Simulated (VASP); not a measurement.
Here is a VASP 6.6.1 calculation.

The input INCAR:

```
PREC = Accurate ; ENCUT = 520
EDIFF = 1E-6 ; ISMEAR = 0
SIGMA = 0.15 ; LREAL = F
LASPH = T ; NELM = 60
ALGO = Fast ; ISIF = 2
LWAVE = F ; LCHARG = F
GGA = PS ; NBANDS = 12
```

Contents of KPOINTS:

```
regular mesh
0
Gamma
  20 20 20
```

File POSCAR:

```
Ta
1.0
   -1.7379722000      1.7379722000      1.6512800000
    1.7379722000     -1.7379722000      1.6512800000
    1.7379722000      1.7379722000     -1.6512800000
Ta
1
Direct
    0.0000000000      0.0000000000      0.0000000000
```

Potentials or basis: VASP PAW PBE potentials, release 64 (Ta_pv).

Launch:

```console
$ cat potpaw_PBE.64/Ta_pv/POTCAR > POTCAR
$ mpirun -np 1 vasp_std > vasp.out
```

(1) Estimate the pressure.

## Answers

(1) -19.8 GPa.

Caveat: the cell differs from its parent crystal (strain +0.0525 x Voigt [1, 1, 0, 0, 0, 0]); the PAW data sets were made with another functional, which shifts forces and pressure a little.
